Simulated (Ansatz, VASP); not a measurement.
Two plane-wave programs on Cr2Pd

```
Cr Pd
1.0
     3.12446    0.00000    0.00000
     0.00000    3.12446    0.00000
     0.00000    0.00000    8.94171
Cr Pd
4 2
Direct
  0.00000 0.50000 0.22545
  0.00000 0.50000 0.72545
  0.50000 0.00000 0.27455
  0.50000 0.00000 0.77455
  0.00000 0.00000 0.00000
  0.50000 0.50000 0.50000
```

Alike in both runs: functional PBE; k mesh 12 × 12 × 4; occupations gaussian, width 0.1 eV; no spin polarisation.

Ansatz relaxed the structure, and its values are those at the end. VASP's run is a single point on that final structure, the one shown.

|  | VASP | Ansatz |
| --- | --- | --- |
| version | VASP 6.6.1 | Ansatz 0.2.0 |
| potentials or method | VASP PAW PBE potentials, release 64 (Cr_pv, Pd), cutoff 520 eV | scalar-relativistic, plane waves, PAW |
| valence electrons in the cell | 68 | 92 |

VASP gave:

* gap on the k mesh at the Fermi level (eV): none
* pressure (GPa): -0.1
* rms of the force components (eV/Å): 0.004

**Question.** What did Ansatz give for the same quantities?

**Answer.** gap on the k mesh at the Fermi level (eV): none; pressure (GPa): 0.0; rms of the force components (eV/Å): 0.000.

A gap of «none» marks a metal or a gap that the smearing closes. VASP's potentials hold 68 valence electrons a cell and Ansatz's 92, so a difference there can come from the potentials and not from the codes.
